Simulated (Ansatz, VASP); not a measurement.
# One calculation of AlN, two programs

File INCAR:

```
SYSTEM = AlN
  ALGO = Normal
  EDIFF = 1E-7
  ENCUT = 520
  GGA = PE
  ISIF = 2
  ISMEAR = 0
  LASPH = .True.
  LCHARG = .False.
  LREAL = .False.
  LWAVE = .False.
  NBANDS = 26
  NELM = 60
  PREC = Accurate
  SIGMA = 0.05
```

Contents of KPOINTS:

```
k-points
0
Gamma
  8 6 4
  0 0 0
```

POSCAR

```
AlN
1.0
   -1.6567491617      2.8695737234      0.0000000000
    0.0000000000      0.0000000000      4.1874629526
    4.9702474850      2.8695737234      0.0000000000
Al N
4 4
Direct
    0.2973151217      0.7500000000      0.1498067412
    0.0000000000      0.7500000000      0.6666666667
    0.0000000000      0.2500000000      0.3333333333
    0.5000000000      0.2500000000      0.8333333333
    0.5000000000      0.2500000000      0.1666666667
    0.0000000000      0.2500000000      0.6666666667
    0.0000000000      0.7500000000      0.3333333333
    0.5000000000      0.7500000000      0.8333333333
```

Input for Ansatz:

```yaml
crystal:
  lattice:
    - [-1.6567491617, 2.8695737234, 0.0]
    - [0.0, 0.0, 4.1874629526]
    - [4.970247485, 2.8695737234, 0.0]
  atoms:
    - { symbol: Al, position: [0.2973151217, 0.75, 0.1498067412] }
    - { symbol: Al, position: [0.0, 0.75, 0.6666666667] }
    - { symbol: Al, position: [0.0, 0.25, 0.3333333333] }
    - { symbol: Al, position: [0.5, 0.25, 0.8333333333] }
    - { symbol: "N", position: [0.5, 0.25, 0.1666666667] }
    - { symbol: "N", position: [0.0, 0.25, 0.6666666667] }
    - { symbol: "N", position: [0.0, 0.75, 0.3333333333] }
    - { symbol: "N", position: [0.5, 0.75, 0.8333333333] }
basis:
  ecutwfc: 420
kpoints:
  mp_grid: { grid: [8, 6, 4] }
hamiltonian:
  xc: pbe
  pseudopotentials: { kind: paw, azcp: { folder: soft_1 } }
scf:
  occupations: { method: gaussian, width: 0.05 }
output:
  forces: true
  stress: true
  eigenvalues: true
```

Alike in both runs: task single point; functional PBE; k mesh 8 × 6 × 4; occupations gaussian, width 0.05 eV; no spin polarisation.

```csv
,VASP,Ansatz
version,VASP 6.6.1,Ansatz 0.2.0
potentials or method,"VASP PAW PBE potentials, release 64 (Al, N), cutoff 520 eV","scalar-relativistic, plane waves, PAW"
valence electrons in the cell,32,32
```

|  | VASP | Ansatz | Ansatz less VASP |
| --- | --- | --- | --- |
| gap on the k mesh at the Fermi level (eV) | 2.54 | 2.53 | -0.002 |
| least direct gap on the mesh (eV) | 2.54 | 2.53 | -0.002 |
| pressure (GPa) | 16.7 | 16.8 | +0.04 |
| traceless stress, the component that is largest in VASP (GPa) | 32.19 | 32.05 | -0.135 |
| rms of the force components (eV/Å) | 5.508 | 5.493 | -0.0144 |

Atom by atom the forces differ by 0.018 eV/Å (rms over components). With one functional, cell and mesh, what is left measures potentials, basis and numerics.
